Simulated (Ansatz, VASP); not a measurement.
## Tc in VASP and in Ansatz

```xyz
1
Lattice="0.0000 1.9500 1.9500 1.9500 0.0000 1.9500 1.9500 1.9500 0.0000" Properties=species:S:1:pos:R:3 pbc="T T T"
Tc    0.0000    0.0000    0.0000
```

Alike in both runs: task single point; functional PBE; k mesh 18 × 18 × 18; occupations fermi-dirac, width 0.03 eV; non-collinear spin, spin-orbit coupling.

|  | VASP | Ansatz |
| --- | --- | --- |
| version | VASP 6.6.1 | Ansatz 0.2.0 |
| potentials or method | VASP PAW PBE potentials, release 64 (Tc_pv), cutoff 520 eV | all-electron LAPW |

Ansatz gave:

| Property | Result |
| --- | --- |
| pressure (GPa) | -6.1 |
| net moment per atom (μB) | 0.00 |

Question: Estimate VASP's values.

Answer: Pressure (GPa): -6.6; net moment per atom (μB): 0.00.

Ansatz ran all-electron here, and VASP with PAW potentials.
